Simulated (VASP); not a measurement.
Write the native input for VASP 6.6.1 that does the following.

```yaml
Task: single point
Functional: PBE
Potentials_or_basis: VASP PAW PBE potentials, release 64 (Ti_sv, C)
Cutoff: 520 eV
k_mesh: 18 × 18 × 18
Occupations: gaussian, width 0.15 eV
Spin: no spin polarisation
Dipole_correction: no
Further_INCAR_settings: ALGO = Normal; EDIFF = 1e-06; NBANDS = 15
```

The structure of TiC lies in POSCAR:

```
TiC
1.0
    0.0000000000      2.1964600000      2.2289200000
    2.1964600000      0.0000000000      2.2289200000
    2.1964600000      2.1964600000      0.0000000000
Ti C
1 1
Direct
    0.0000000000      0.0000000000      0.0000000000
    0.5000000000      0.5000000000      0.5000000000
```

This cell differs from its parent crystal: strain +0.015 along x and y, +0.030 along z.

The input as run:

INCAR

```
PREC = Accurate ; ENCUT = 520
EDIFF = 1E-6 ; ISMEAR = 0
SIGMA = 0.15 ; LREAL = F
LASPH = T ; NELM = 60
ALGO = Normal ; ISIF = 2
LWAVE = F ; LCHARG = F
GGA = PE ; NBANDS = 15
```

KPOINTS

```
Automatic mesh
0
Gamma
  18 18 18
```

Potentials or basis: VASP PAW PBE potentials, release 64 (Ti_sv, C).

The run is started by

```sh
$ cat potpaw_PBE.64/Ti_sv/POTCAR potpaw_PBE.64/C/POTCAR > POTCAR
$ mpirun -np 1 vasp_std > vasp.out
```

Results of the run:

| Quantity | Value |
| --- | --- |
| Pressure | -12.2 GPa |
| Band gap on the k mesh | zero (band 8 reaches 9.46 eV, above the bottom of band 9 at 8.31 eV) |

Caveat: the cell differs from its parent crystal (strain +0.015 along x and y, +0.030 along z).

Wall time 75 s on 1 thread of Intel(R) Xeon(R) Platinum 8488C (Sapphire Rapids) (shared host), peak memory 0.26 GiB.
